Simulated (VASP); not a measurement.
A run of VASP 6.6.1:

Contents of INCAR:

```
PREC = Accurate
ENCUT = 600
EDIFF = 1E-8
ISMEAR = 0
SIGMA = 0.01
LREAL = False
LASPH = True
NELM = 100
ALGO = Normal
ISIF = 3
LWAVE = False
LCHARG = False
GGA = PS
NBANDS = 11
IBRION = 6
NFREE = 2
POTIM = 0.015
NSW = 1
```

File KPOINTS:

```
regular mesh
0
Gamma
  14 14 14
```

File POSCAR:

```
Si
1.0
    0.0000000000      2.5144740744      2.5144740744
    2.5144740744      0.0000000000      2.5144740744
    2.5144740744      2.5144740744      0.0000000000
Si
2
Direct
    0.5000000000      0.5000000000      0.5000000000
    0.7500000000      0.7500000000      0.7500000000
```

Potentials or basis: VASP PAW PBE potentials, release 64 (Si).

Run with:

```bash
$ cat potpaw_PBE.64/Si/POTCAR > POTCAR
$ mpirun -np 1 vasp_std > vasp.out
```

Hardware: 1 thread of AMD EPYC 9R45 96-Core Processor (Zen 5), on a shared host.

Task: How long does it take, and how much memory?

Result: It took 16 min on 1 thread of AMD EPYC 9R45 96-Core Processor (Zen 5) (shared host), peak memory 0.5 GiB. Counts: scf iterations 138, k points 104.
